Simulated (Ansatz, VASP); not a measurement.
Be4ZnSe in VASP and in Ansatz

```
Be Zn Se
1.0
     4.23876    0.00000    0.00000
     0.00000    4.23876    0.00000
     0.00000    0.00000    4.19133
Be Zn Se
4 1 1
Direct
  0.24314 0.24314 0.99704
  0.75686 0.75686 0.99704
  0.75686 0.24314 0.99704
  0.24314 0.75686 0.99704
  0.00000 0.00000 0.49764
  0.50000 0.50000 0.51251
```

Alike in both runs: functional PBE; k mesh 4 × 4 × 3; occupations gaussian, width 0.2 eV; no spin polarisation.

Ansatz relaxed the structure, and its values are those at the end. VASP's run is a single point on that final structure, the one shown.

|  | VASP | Ansatz |
| --- | --- | --- |
| version | VASP 6.6.1 | Ansatz 0.2.0 |
| potentials or method | VASP PAW PBE potentials, release 64 (Be, Zn, Se), cutoff 600 eV | scalar-relativistic, plane waves, PAW |
| valence electrons in the cell | 26 | 36 |

Ansatz gave:

- gap on the k mesh at the Fermi level (eV): none
- pressure (GPa): 0.2
- rms of the force components (eV/Å): 0.009

Q: What did VASP give for the same quantities?

A: gap on the k mesh at the Fermi level (eV): none; pressure (GPa): 0.3; rms of the force components (eV/Å): 0.008.

A gap of «none» marks a metal or a gap that the smearing closes. With one functional, cell and mesh, what is left measures potentials, basis and numerics. VASP's potentials hold 26 valence electrons a cell and Ansatz's 36, so a difference there can come from the potentials and not from the codes.

The k mesh is coarse, so the values compare programs but aren't converged.
